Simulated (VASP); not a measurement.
SnO2:

```
CELL_PARAMETERS angstrom
4.77140 0.00000 0.00000
0.00000 4.77140 0.00000
0.00000 0.00000 3.21659
ATOMIC_POSITIONS crystal
Sn 0.00000 0.00000 0.00000
Sn 0.50000 0.50000 0.50000
O 0.30626 0.30626 0.00000
O 0.19374 0.80626 0.50000
O 0.69374 0.69374 0.00000
O 0.80626 0.19374 0.50000
```

Base run:

| Quantity | Value |
| --- | --- |
| Program | VASP 6.6.1 |
| Functional | PBE |
| Potentials or basis | VASP PAW PBE potentials, release 64 (Sn_d, O) |
| Cutoff | 520 eV |
| k mesh | 6 × 6 × 8 |
| Occupations | gaussian, width 0.03 eV |
| Spin | no spin polarisation |

Its results: band gap on the k mesh 0.98 eV.

Q: After a change of settings the same cell gave: band gap on the k mesh 2.86 eV. Which change was it?
A. functional from PBE to LDA; potentials or basis from VASP PAW PBE potentials, release 64 (Sn_d, O) to VASP PAW LDA potentials, release 64 (Sn_d, O)
B. functional from PBE to TB-mBJ
C. functional from PBE to r2SCAN

A: B.

Caveats: spin-orbit coupling is left out, which moves the levels of the heavy elements.
